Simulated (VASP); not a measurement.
# Hf (R-3m) in VASP: further runs

The runs below take Hf through single point, with LDA.

Program: VASP 6.6.1. These are calculated values, not measurements. Logs are shortened: lines on timing, memory, paths and dates and some standing lists are left out, and cuts for length are marked.

## (1) The cell of the first run

Symmetry: R-3m, No. 166, trigonal system. The conventional cell has a = 3.171 Å, b = 3.171 Å, c = 7.536 Å, α = 90.00°, β = 90.00°, γ = 120.00°. Within 4.1 Å of Hf (site symmetry -3m) lie 12 Hf at 3.11 to 3.17 Å.

## (2) Single point, LDA (equal xy, yz and zx shear strains of -2 %)

File INCAR:

```
  PREC = Accurate
  ENCUT = 520
  EDIFF = 1E-7
  ISMEAR = -1
  SIGMA = 0.03
  LREAL = F
  LASPH = T
  NELM = 100
  ALGO = Normal
  ISIF = 2
  LWAVE = F
  LCHARG = F
  GGA = CA
  NBANDS = 11
```

File KPOINTS:

```
Automatic mesh
0
Gamma
  13 13 13
```

File POSCAR:

```
Hf
1.0
   -0.0444000000      2.1978000000      2.1978000000
    2.1978000000     -0.0444000000      2.1978000000
    2.1978000000      2.1978000000     -0.0444000000
Hf
1
Direct
    0.0000000000      0.0000000000      0.0000000000
```

Potentials or basis: VASP PAW LDA potentials, release 64 (Hf_pv).

Run with:

```console
> cat potpaw_LDA.64/Hf_pv/POTCAR > POTCAR
> mpirun -np 1 vasp_std > vasp.out
```

OUTCAR:

```text
PREC = Accurate
   ENCUT = 520
   EDIFF = 1E-7
   ISMEAR = -1
   LREAL = F
   LASPH = T
   NELM = 100
   ISIF = 2
   GGA = CA

 ion  position               nearest neighbor table
   1  0.000  0.000  0.000-

  LATTYP: Found a trigonal (rhomboedric) cell.
 ALAT       =     3.1084756779
 COS(alpha) =     0.4797000918

  Lattice vectors:

 A1 = (  -0.0444000000,   2.1978000000,   2.1978000000)
 A2 = (   2.1978000000,  -0.0444000000,   2.1978000000)
 A3 = (   2.1978000000,   2.1978000000,  -0.0444000000)

Analysis of symmetry for initial positions (statically):
=====================================================================
 Subroutine PRICEL returns:
 Original cell was already a primitive cell.

 Routine SETGRP: Setting up the symmetry group for a
 trigonal (rhombohedral) supercell.

 Subroutine GETGRP returns: Found 12 space group operations
 (whereof 12 operations were pure point group operations)
 out of a pool of 12 trial point group operations.

The static configuration has the point symmetry D_3d.

Analysis of symmetry for dynamics (positions and initial velocities):
=====================================================================
 Subroutine PRICEL returns:
 Original cell was already a primitive cell.

 Routine SETGRP: Setting up the symmetry group for a
 trigonal (rhombohedral) supercell.

 Subroutine GETGRP returns: Found 12 space group operations
 (whereof 12 operations were pure point group operations)
 out of a pool of 12 trial point group operations.

The dynamic configuration has the point symmetry D_3d.

 Subroutine INISYM returns: Found 12 space group operations
 (whereof 12 operations are pure point group operations),
 and found     1 'primitive' translations

----------------------------------------------------------------------------------------

                                     Primitive cell

  volume of cell :      21.8755

  direct lattice vectors                    reciprocal lattice vectors
    -0.044400000  2.197800000  2.197800000    -0.220719811  0.225270734  0.225270734
     2.197800000 -0.044400000  2.197800000     0.225270734 -0.220719811  0.225270734
     2.197800000  2.197800000 -0.044400000     0.225270734  0.225270734 -0.220719811

  length of vectors
     3.108475678  3.108475678  3.108475678     0.387570693  0.387570693  0.387570693

  position of ions in fractional coordinates (direct lattice)
     0.000000000  0.000000000  0.000000000

  ion indices of the primitive-cell ions
   primitive index   ion index
                 1           1

----------------------------------------------------------------------------------------

 KPOINTS: Automatic mesh

Automatic generation of k-mesh.
 Grid dimensions read from file:
 generate k-points for:   13   13   13

 Generating k-lattice:

  Cartesian coordinates                     Fractional coordinates (reciprocal lattice)
    -0.016978447  0.017328518  0.017328518     0.076923077  0.000000000 -0.000000000
     0.017328518 -0.016978447  0.017328518     0.000000000  0.076923077 -0.000000000
     0.017328518  0.017328518 -0.016978447     0.000000000  0.000000000  0.076923077

  Length of vectors
     0.029813130  0.029813130  0.029813130

  Shift w.r.t. Gamma in fractional coordinates (k-lattice)
     0.000000000  0.000000000  0.000000000

 Subroutine IBZKPT returns following result:
 ===========================================

 Found    231 irreducible k-points:

 Following reciprocal coordinates:
            Coordinates               Weight
  0.000000  0.000000  0.000000      1.000000
  0.076923  0.000000  0.000000      6.000000
  0.153846 -0.000000 -0.000000      6.000000
  0.230769  0.000000  0.000000      6.000000
  0.307692 -0.000000 -0.000000      6.000000
  0.384615 -0.000000 -0.000000      6.000000
[... 16 lines left out ...]
  0.384615  0.153846  0.000000     12.000000
  0.461538  0.153846 -0.000000     12.000000
 [... further k-points ...]
   k-points           NKPTS =    231   k-points in BZ     NKDIM =    231   number of bands    NBANDS=     11
   number of dos      NEDOS =    301   number of ions     NIONS =      1
   total plane-waves  NPLWV =  13824
   dimension x,y,z NGX =    24 NGY =   24 NGZ =   24
   dimension x,y,z NGXF=    48 NGYF=   48 NGZF=   48
   ions per type =               1
   NGX,Y,Z   is equivalent  to a cutoff of  12.84, 12.84, 12.84 a.u.
   NGXF,Y,Z  is equivalent  to a cutoff of  25.67, 25.67, 25.67 a.u.
 SYSTEM =  unknown system
   PREC   = accura    normal or accurate (medium, high low for compatibility)
   ISTART =      0    job   : 0-new  1-cont  2-samecut
   ICHARG =      2    charge: 1-file 2-atom 10-const
   ISPIN  =      1    spin polarized calculation?
   LNONCOLLINEAR =      F non collinear calculations
   LSORBIT =      F    spin-orbit coupling
   LASPH  =      T    aspherical Exc in radial PAW
   ENCUT  =  520.0 eV  38.22 Ry    6.18 a.u.   5.78  5.78  5.78*2*pi/ulx,y,z
   NELM   =    100;   NELMIN=  2; NELMDL= -5     # of ELM steps
   EDIFF  = 0.1E-06   stopping-criterion for ELM
   LREAL  =      F    real-space projection
   EDIFFG = 0.1E-05   stopping-criterion for IOM
   NSW    =      0    number of steps for IOM
   IBRION =     -1    ionic relax: 0-MD 1-quasi-New 2-CG
   NFREE  =      0    steps in history (QN), initial steepest desc. (CG)
   ISIF   =      2    stress and relaxation
   ISYM   =      2    0-nonsym 1-usesym 2-fastsym
   POTIM  = 0.5000    time-step for ionic-motion
   TEBEG  =    0.0;   TEEND  =   0.0 temperature during run
   PSTRESS=    0.0 pullay stress
   NELECT =      10.0000    total number of electrons
   NUPDOWN=      -1.0000    fix difference up-down
   EMIN   =  10.00;   EMAX   =-10.00  energy-range for DOS
   EFERMI =   0.00;   METHOD = LEGACY
   ISMEAR =    -1;   SIGMA  =   0.03  broadening in eV -4-tet -1-fermi 0-gaus
   EFERMI_NEDOS =   21; number of points for ismear=-14 and -15
   IALGO  =     38    algorithm
   IMIX   =      4    mixing-type and parameters
     AMIX     =   0.40;   BMIX     =  1.00
     AMIX_MAG =   1.60;   BMIX_MAG =  1.00
  volume/ion in A,a.u.               =      21.88       147.62
  Fermi-wavevector in a.u.,A,eV,Ry     =   1.261118  2.383167 21.638945  1.590418
  Thomas-Fermi vector in A             =   2.394593
   LORBIT       =      0    0 simple, 1 ext, 2 COOP (PROOUT), +10 PAW based schemes
   GGA     = CA    functional components
   LHFCALC =     F    Hartree Fock is set to
   AEXX    =    0.0000 exact exchange contribution
   IVDW    =     0    specifies the selected vdW correction
   LEPSILON=     F    determine dielectric tensor
   LRPA    =     F    only Hartree local field effects (RPA)
 non-spin polarized calculation
  energy-cutoff  :      520.00
  volume of cell :       21.88
 maximum number of plane-waves:       599
   NGX = 11   NGY = 11   NGZ = 11

 number of electron      10.0000000 magnetization

 Free energy of the ion-electron system (eV)
  ---------------------------------------------------
  ext. energy  EPLUGINS =         0.00000000
  ---------------------------------------------------
  free energy    TOTEN  =       -10.60738427 eV

  energy without entropy =      -10.60296184  energy(sigma->0) =      -10.60517306

 E-fermi :   4.7749     XC(G=0): -11.5742

 val. band max:        4.7686669558   @ k =  -0.3846   0.3077   0.1538
 cond. band min:       4.7897620103   @ k =  -0.3846   0.3846   0.3077
 fundamental gap:      0.0210950545
 Fermi energy:         4.7748555527

 k-point     1 :       0.0000    0.0000    0.0000
  band No.  band energies     occupation
      1     -25.0240      2.00000
      2     -25.0240      2.00000
      3     -24.9809      2.00000
      4      -2.4472      2.00000
      5       5.9372      0.00000
      6       5.9372      0.00000
      7       6.4337      0.00000
      8       8.9524      0.00000
      9       8.9524      0.00000
     10      16.2669      0.00000
     11      16.9572      0.00000

 k-point     2 :       0.0769    0.0000    0.0000
  band No.  band energies     occupation
      1     -25.0745      2.00000
      2     -25.0298      2.00000
      3     -24.9915      2.00000
      4      -2.2373      2.00000
      5       5.7730      0.00000
      6       6.0225      0.00000
      7       6.5052      0.00000
      8       8.8479      0.00000
      9       8.8582      0.00000
     10      16.7224      0.00000
     11      16.9568      0.00000

 k-point     3 :       0.1538   -0.0000   -0.0000
  band No.  band energies     occupation
      1     -25.2196      2.00000
      2     -25.0458      2.00000
      3     -25.0129      2.00000
      4      -1.6442      2.00000
      5       5.3419      0.00000
      6       6.2007      0.00000
      7       6.7051      0.00000
      8       8.6855      0.00000
      9       8.7222      0.00000
     10      16.9545      0.00000
     11      17.5672      0.00000

 k-point     4 :       0.2308    0.0000    0.0000
  band No.  band energies     occupation
      1     -25.4205      2.00000
      2     -25.0682      2.00000
      3     -25.0410      2.00000
      4      -0.7856      2.00000
      5       4.9043      0.02635
      6       6.2496      0.00000
      7       6.7677      0.00000
      8       8.8204      0.00000
      9       8.9264      0.00000
     10      16.6048      0.00000
     11      16.9674      0.00000

 k-point     5 :       0.3077   -0.0000   -0.0000
  band No.  band energies     occupation
      1     -25.6271      2.00000
      2     -25.0918      2.00000
      3     -25.0702      2.00000
      4       0.1132      2.00000
      5       4.7331      1.60212
      6       6.0698      0.00000
      7       6.5729      0.00000
      8       9.4158      0.00000
      9       9.6252      0.00000
     10      15.5993      0.00000
     11      16.9592      0.00000

 k-point     6 :       0.3846   -0.0000   -0.0000
  band No.  band energies     occupation
      1     -25.7935      2.00000
      2     -25.1113      2.00000
      3     -25.0941      2.00000
      4       0.7534      2.00000
      5       4.9926      0.00141
      6       5.8321      0.00000
      7       6.3292      0.00000
      8      10.2253      0.00000
      9      10.5143      0.00000
     10      14.8446      0.00000
     11      16.9447      0.00000

 k-point     7 :       0.4615    0.0000    0.0000
  band No.  band energies     occupation
      1     -25.8855      2.00000
      2     -25.1222      2.00000
      3     -25.1075      2.00000
      4       1.0206      2.00000
      5       5.4248      0.00000
      6       5.6844      0.00000
      7       6.1815      0.00000
      8      10.8350      0.00000
      9      11.1581      0.00000
     10      14.3769      0.00000
     11      16.1255      0.00000

 k-point     8 :       0.0769    0.0769    0.0000
  band No.  band energies     occupation
      1     -25.0686      2.00000
      2     -25.0436      2.00000
      3     -25.0085      2.00000
      4      -2.1626      2.00000
      5       5.7177      0.00000
      6       6.1098      0.00000
      7       6.4932      0.00000
      8       8.5404      0.00000
      9       9.0537      0.00000
     10      16.8971      0.00000
     11      16.9568      0.00000
[... 141 lines left out ...]
 k-point    19 :      -0.0769    0.0769    0.0000
  band No.  band energies     occupation
      1     -25.1442      2.00000
      2     -25.0549      2.00000
      3     -24.9996      2.00000
      4      -1.9022      2.00000
      5       5.4711      0.00000
      6       6.1576      0.00000
      7       6.6624      0.00000
      8       8.4931      0.00000
      9       8.9910      0.00000
     10      16.9562      0.00000
     11      17.4030      0.00000

 k-point    20 :       0.1538    0.1538   -0.0000
  band No.  band energies     occupation
      1     -25.2093      2.00000
      2     -25.0975      2.00000
      3     -25.0635      2.00000
      4      -1.3569      2.00000
      5       5.0043      0.00095
      6       6.6247      0.00000
      7       6.9234      0.00000
      8       7.5324      0.00000
      9       9.3456      0.00000
     10      16.9560      0.00000
     11      18.5588      0.00000

 k-point    21 :       0.2308    0.1538    0.0000
  band No.  band energies     occupation
      1     -25.3452      2.00000
      2     -25.1212      2.00000
      3     -25.0957      2.00000
      4      -0.6961      2.00000
      5       4.5752      1.99743
      6       6.5091      0.00000
      7       7.2457      0.00000
      8       7.5040      0.00000
      9       9.5786      0.00000
     10      16.9547      0.00000
     11      18.7655      0.00000

 k-point    22 :       0.3077    0.1538   -0.0000
  band No.  band energies     occupation
      1     -25.5209      2.00000
      2     -25.1483      2.00000
      3     -25.1261      2.00000
      4       0.1694      2.00000
      5       4.2465      2.00000
      6       5.8993      0.00000
      7       7.2799      0.00000
      8       8.3736      0.00000
      9      10.0835      0.00000
     10      16.9445      0.00000
     11      17.5316      0.00000

 k-point    23 :       0.3846    0.1538    0.0000
  band No.  band energies     occupation
      1     -25.6830      2.00000
      2     -25.1845      2.00000
      3     -25.1486      2.00000
      4       1.0181      2.00000
      5       4.1625      2.00000
      6       5.4345      0.00000
      7       7.0910      0.00000
      8       9.5233      0.00000
      9      10.7986      0.00000
     10      16.0594      0.00000
     11      16.9710      0.00000

 k-point    24 :       0.4615    0.1538   -0.0000
  band No.  band energies     occupation
      1     -25.7956      2.00000
      2     -25.2237      2.00000
      3     -25.1568      2.00000
      4       1.5738      2.00000
      5       4.2919      2.00000
      6       5.3402      0.00000
      7       6.8582      0.00000
      8      10.7443      0.00000
      9      11.2791      0.00000
     10      14.4991      0.00000
     11      16.9653      0.00000

 [... further k-points ...]
[... 5 lines left out ...]
  --------------------------------------------------------------------------------------
  -------------------------------------------------------------------------------------
  Total       -0.7457423     -0.7457423     -0.7457423      0.1667918      0.1667918      0.1667918
  in kB      -54.6187329    -54.6187329    -54.6187329     12.2159573     12.2159573     12.2159573
  external PRESSURE =     -54.6187329 kB  Pullay stress =       0.0000000 kB

 VOLUME and BASIS-vectors are now :
 -----------------------------------------------------------------------------
  energy-cutoff  :      520.00
  volume of cell :       21.88
      direct lattice vectors                 reciprocal lattice vectors
    -0.044400000  2.197800000  2.197800000    -0.220719811  0.225270734  0.225270734
     2.197800000 -0.044400000  2.197800000     0.225270734 -0.220719811  0.225270734
     2.197800000  2.197800000 -0.044400000     0.225270734  0.225270734 -0.220719811

 POSITION                                       TOTAL-FORCE (eV/Angst)
 -----------------------------------------------------------------------------------
      0.00000      0.00000      0.00000         0.000000      0.000000      0.000000
 -----------------------------------------------------------------------------------
    total drift:                                0.000000      0.000000     -0.000000

  FREE ENERGIE OF THE ION-ELECTRON SYSTEM (eV)
  ---------------------------------------------------
  free  energy   TOTEN  =       -10.6073842705 eV

  energy  without entropy=      -10.6029618422  energy(sigma->0) =      -10.60517306
```

Wall time 34 s (1 thread of AMD EPYC 7R13 (Zen 3), shared host); peak memory 0.14 GiB.

Results:

```yaml
Free_energy: -10.6074 eV
Pressure: -5.5 GPa
Band_gap_on_the_k_mesh: zero (bands 5 and 6 overlap by 1.86 eV)
```

Caveat: the cell differs from its parent crystal (equal xy, yz and zx shear strains of -2 %); the cell stands under tension; spin-orbit coupling is left out, which moves the levels of the heavy elements.

(Continued in part 2 of 2.)
